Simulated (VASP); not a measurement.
Wanted: the native input for a VASP 6.6.1 run.

```
Task                   : single point
Functional             : LDA
Potentials or basis    : VASP PAW LDA potentials, release 64 (Na_pv, Ti_sv, O)
Cutoff                 : 520 eV
k mesh                 : 10 × 10 × 10
Occupations            : fermi-dirac, width 0.03 eV
Spin                   : collinear spin
Starting moments       : [0.0, 0.1, 0.0, 0.0] μB
Fixed moment           : 0.1 μB
Dipole correction      : no
Further INCAR settings : ALGO = Normal; EDIFF = 1e-07; NBANDS = 28
```

The structure of NaTiO2 lies in POSCAR:

```
NaTiO2
1.0
    1.5065914500      0.8698309792      5.3990454898
   -1.5065914500      0.8698309792      5.3990454898
    0.0000000000     -1.7396619584      5.3990454898
Na Ti O
1 1 2
Direct
    0.0000000000      0.0000000000      0.0000000000
    0.5000000000      0.5000000000      0.5000000000
    0.7638036100      0.7638036100      0.7638036100
    0.2361963900      0.2361963900      0.2361963900
```

One way to write it, as run:

INCAR

```
SYSTEM = NaTiO2
  PREC = Accurate
  ENCUT = 520
  EDIFF = 1E-7
  ISMEAR = -1
  SIGMA = 0.03
  LREAL = .FALSE.
  LASPH = .TRUE.
  NELM = 150
  ALGO = Normal
  ISIF = 2
  LWAVE = .FALSE.
  LCHARG = .FALSE.
  ISPIN = 2
  MAGMOM = 0 0.1 0 0
  LORBIT = 11
  NUPDOWN = 0.1
  LMAXMIX = 4
  GGA = CA
  NBANDS = 28
```

KPOINTS

```
regular mesh
0
G
  10 10 10
  0 0 0
```

Potentials or basis: VASP PAW LDA potentials, release 64 (Na_pv, Ti_sv, O).

Run with:

```console
$ cat potpaw_LDA.64/Na_pv/POTCAR potpaw_LDA.64/Ti_sv/POTCAR potpaw_LDA.64/O/POTCAR > POTCAR
$ mpirun -np 1 vasp_std > vasp.out
```

Results of the run:

| Quantity | Value |
| --- | --- |
| Pressure | -9.0 GPa |
| Largest force | 0.146 eV/Å |
| Net moment | 0.10 μB per cell |
| Site moments | Na +0.00; Ti +0.08; O +0.00 μB |
| Valence electrons inside the program's atomic spheres | Na 6.08; Ti 10.28; O 5.01 |

Caveat: the cell stands under tension; the total moment is fixed, so each spin has its own Fermi level.

It took 20 min on 1 thread of Intel(R) Xeon(R) Platinum 8259CL CPU @ 2.50GHz (Skylake/Cascade Lake), on a shared host, peak memory 0.37 GiB.
